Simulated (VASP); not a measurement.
Runs of VASP 6.6.1 on Ti. The structure is cubic, space group Im-3m (No. 229). Conventional cell: a = 3.282 Å, b = 3.282 Å, c = 3.282 Å, α = 90.00°, β = 90.00°, γ = 90.00°. Ti (site symmetry m-3m) has 14 Ti at 2.84 to 3.28 Å within 3.7 Å. This isn't the form of Ti at room conditions, which is hcp.

```tsv
fixed moment (μB)	pressure (GPa)	moment (μB)
0.47	(a)	0.47
1.27	1.0	1.27
0.95	(c)	0.95
1.55	(b)	1.55
1.77	3.9	1.77
2.12	7.6	2.12
-	-2.4	0.00
```

Alike in all rows: task single point; level r2SCAN; potentials or basis VASP PAW PBE potentials, release 64 (Ti_sv); spin collinear; cell as given; k mesh 16 × 16 × 16; cutoff (eV) 520; smearing fermi-dirac 0.05 eV.

Problem. Fill in the values left out.

Solution. (a) -1.9; (b) 2.4; (c) -0.4.

Caveats: the PAW data sets were made with another functional, which shifts forces and pressure a little; the total moment is fixed, so each spin has its own Fermi level and the state may be an excited one (at least some runs); the cell stands under pressure (at least some runs).
